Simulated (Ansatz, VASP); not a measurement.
Two plane-wave programs on Ga2O3

```
Ga O
1.0
     6.00487   -1.48917   -0.00265
     6.00487    1.48917   -0.00265
    -1.35597    0.00000    5.71805
Ga O
4 6
Direct
  0.34174 0.34174 0.68265
  0.65826 0.65826 0.31735
  0.90458 0.90458 0.19774
  0.09542 0.09542 0.80226
  0.50537 0.50537 0.74918
  0.49463 0.49463 0.25082
  0.82827 0.82827 0.43929
  0.17173 0.17173 0.56071
  0.16922 0.16922 0.11225
  0.83078 0.83078 0.88775
```

Change from the starting cell: epitaxial_xy strain -2.0%.

Alike in both runs: task single point; functional PBE; k mesh 8 × 8 × 4; occupations fermi-dirac, width 0.02 eV; no spin polarisation.

|  | VASP | Ansatz |
| --- | --- | --- |
| version | VASP 6.6.1 | Ansatz 0.2.0 |
| potentials or method | VASP PAW PBE potentials, release 64 (Ga_d, O) | plane waves, PAW |
| plane-wave cutoff (eV) | 520 | 420 |
| valence electrons in the cell | 88 | 88 |

|  | VASP | Ansatz | Ansatz less VASP |
| --- | --- | --- | --- |
| gap on the k mesh at the Fermi level (eV) | 2.53 | 2.55 | +0.016 |
| pressure (GPa) | 13.7 | 13.1 | -0.60 |
| traceless stress, the component that is largest in VASP (GPa) | -4.63 | -4.61 | +0.014 |
| rms of the force components (eV/Å) | 0.073 | 0.067 | -0.0059 |

Atom by atom the forces differ by 0.012 eV/Å (rms over components). With one functional, cell and mesh, what is left measures potentials, basis and numerics.
